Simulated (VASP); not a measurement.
Write the native input for VASP 6.6.1 that does the following.

```yaml
Task: relaxation of cell and atoms
Functional: PBE
Potentials_or_basis: VASP PAW PBE potentials, release 64 (Mn_pv, C, Au, N)
Cutoff: 600 eV
k_mesh: 4 × 4 × 4
Occupations: gaussian, width 0.1 eV
Spin: collinear spin, ferromagnetic start
Starting_moments: "[4.0, 0.0, 0.0, 0.0, 0.0, 0.0, 0.0, 0.0, 0.0, 0.0] μB"
Dipole_correction: no
Further_INCAR_settings: ALGO = Normal; EDIFF = 1e-06; IBRION = 2; EDIFFG = -0.04; NSW = 90; ISIF = 3
```

The structure of MnAuC4N4 lies in POSCAR:

```
MnAuC4N4
1.0
    5.9086026500      0.0000000000      0.0000000000
    0.0000000000      5.9086026500      0.0000000000
    0.0000000000      0.0000000000      5.9086026500
Mn C Au N
1 4 1 4
Direct
    0.5000000000      0.5000000000      0.5000000000
    0.1873167900      0.1873167900      0.1873167900
    0.1873167900      0.8126832100      0.8126832100
    0.8126832100      0.1873167900      0.8126832100
    0.8126832100      0.8126832100      0.1873167900
    0.0000000000      0.0000000000      0.0000000000
    0.3016415900      0.3016415900      0.3016415900
    0.3016415900      0.6983584100      0.6983584100
    0.6983584100      0.3016415900      0.6983584100
    0.6983584100      0.6983584100      0.3016415900
```

These files were run (other wordings do the same):

INCAR

```
SYSTEM = MnAuC4N4
  ALGO = Normal
  EDIFF = 1E-6
  EDIFFG = -0.04
  ENCUT = 600
  GGA = PE
  IBRION = 2
  ISIF = 3
  ISMEAR = 0
  ISPIN = 2
  LASPH = .TRUE.
  LCHARG = .FALSE.
  LMAXMIX = 4
  LORBIT = 11
  LREAL = .FALSE.
  LWAVE = .FALSE.
  MAGMOM = 4 0 0 0 0 0 0 0 0 0
  NELM = 150
  NSW = 90
  PREC = Accurate
  SIGMA = 0.1
```

KPOINTS

```
k-points
0
G
  4 4 4
  0 0 0
```

Potentials or basis: VASP PAW PBE potentials, release 64 (Mn_pv, C, Au, N).

The run is started by

```sh
$ cat potpaw_PBE.64/Mn_pv/POTCAR potpaw_PBE.64/C/POTCAR potpaw_PBE.64/Au/POTCAR potpaw_PBE.64/N/POTCAR > POTCAR
$ mpirun -np 1 vasp_std > vasp.out
```

It gave:

The relaxed volume is 21.76 Å³/atom, the relaxed cell is a = 6.015 Å, b = 6.015 Å, c = 6.015 Å, α = 90.00°, β = 90.00°, γ = 90.00° and the space group after relaxing (to 0.05 Å) is P-43m (No. 215). The energy gained by relaxing is 87.2 meV/atom, the ionic steps are 18 and the pressure after relaxing is 0.1 GPa. The largest force after relaxing is 0.009 eV/Å and the band gap on the k mesh is zero (filled and empty bands overlap). The net moment is 4.00 μB per cell, the site moments are Mn +3.86; C +0.04; Au -0.17; N -0.04 μB and the valence electrons inside the program's atomic spheres are Mn 11.48; C 2.53; Au 9.82; N 3.90.

Caveat: spin-orbit coupling is left out, which moves the levels of the heavy elements; a cell with one magnetic atom can't hold antiferromagnetic order, which such compounds often take.

Wall time 65 min on 1 thread of Intel(R) Xeon(R) Platinum 8488C (Sapphire Rapids), with other jobs on the host, peak memory 0.52 GiB.
